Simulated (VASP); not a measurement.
A run of VASP 6.6.1 is set up as follows.

File POSCAR:

```
H10CO6
1.0
    5.2704420000      0.0000000000      0.0000000000
    0.0000000000      5.2704420000      0.0000000000
    0.0000000000      0.0000000000      5.2704420000
O H C
6 10 1
Direct
    0.1536303786      0.5040563960      0.1367437494
    0.3885442625      0.9840351151      0.9130543510
    0.9470173469      0.0959881543      0.7020094330
    0.7152531040      0.2444387017      0.2632416788
    0.5461781004      0.7329935516      0.3795317357
    0.4371360125      0.4714974569      0.6896385540
    0.2171544626      0.5386265516     -0.0342096545
    0.2505482462      0.3650357978      0.1929249957
    0.2550450228      1.0408424948      0.7900286162
    0.3653583513      0.8078639325      0.9017080541
    0.9109292921      0.1547877768      0.5272992284
    0.7739958053      0.0400725404      0.7452505881
    0.6601533610      0.1068790815      0.1591517372
    0.7795361376      0.3723596617      0.1588861048
    0.3722458192      0.6851228037      0.3164250740
    0.8042778955      0.5945042181      0.6318635135
    0.5981282025      0.5905766537      0.5730828648
```

File INCAR.step1:

```
SYSTEM = H10CO6
PREC = Accurate
ENCUT = 910
ISMEAR = -1
SIGMA = 0.05
LREAL = Auto
LASPH = .TRUE.
NELM = 120
NBANDS = 39
GGA = PE
ALGO = Normal
EDIFF = 1E-5
LWAVE = .TRUE.
LCHARG = .FALSE.
GGA_COMPAT = .FALSE.
```

The input INCAR.step2:

```
SYSTEM = H10CO6
PREC = Accurate
ENCUT = 910
EDIFF = 1E-6
ISMEAR = -1
SIGMA = 0.05
LREAL = Auto
LASPH = .TRUE.
NELM = 120
ALGO = Normal
ISIF = 2
LWAVE = .FALSE.
LCHARG = .TRUE.
METAGGA = R2SCAN
LMIXTAU = .TRUE.
LELF = .TRUE.
LVHAR = .TRUE.
NBANDS = 39
ISTART = 1
GGA_COMPAT = .FALSE.
```

Contents of KPOINTS:

```
Automatic mesh
0
G
  1 1 1
  0 0 0
```

Potentials or basis: VASP PAW PBE potentials, release 64 (O_h, H_h, C_h).

Run with:

```console
$ cat potpaw_PBE.64/O_h/POTCAR potpaw_PBE.64/H_h/POTCAR potpaw_PBE.64/C_h/POTCAR > POTCAR
$ cp INCAR.step1 INCAR
$ mpirun -np 1 vasp_gam > vasp.out
$ cp INCAR.step2 INCAR
$ mpirun -np 1 vasp_gam > vasp.out
```

Q: Estimate the largest force.

A: 2.000 eV/Å.

Q: Predict the band gap on the k mesh.

A: 6.05 eV.

Q: Predict the pressure.

A: 1.0 GPa.

Forces on the atoms (eV/Å):
```
O   -0.427  1.910 -0.411
O   -0.297  1.063 -0.568
O   -1.258  0.091 -0.990
O   -0.485 -0.890  1.270
O    0.043  0.279 -0.678
O    0.368  0.156  0.045
H   -0.334 -0.815  0.280
H    0.699 -1.490  0.173
H    0.538  0.107  0.954
H    0.186 -1.009  0.131
H    0.209 -0.157  0.389
H    0.717  0.231  0.205
H   -0.324 -0.250 -0.402
H    0.851  0.958 -1.163
H    0.032  0.214  0.070
H   -0.421 -0.023 -0.252
C   -0.097 -0.374  0.946
```

Caveat: the k points lie up to 1.19 Å⁻¹ apart; the cutoff is under 1.25 times the usual one of these potentials, so pressure, stress and relaxed cells hold a basis-set (Pulay) error; the PAW data sets were made with another functional, which shifts forces and pressure a little.
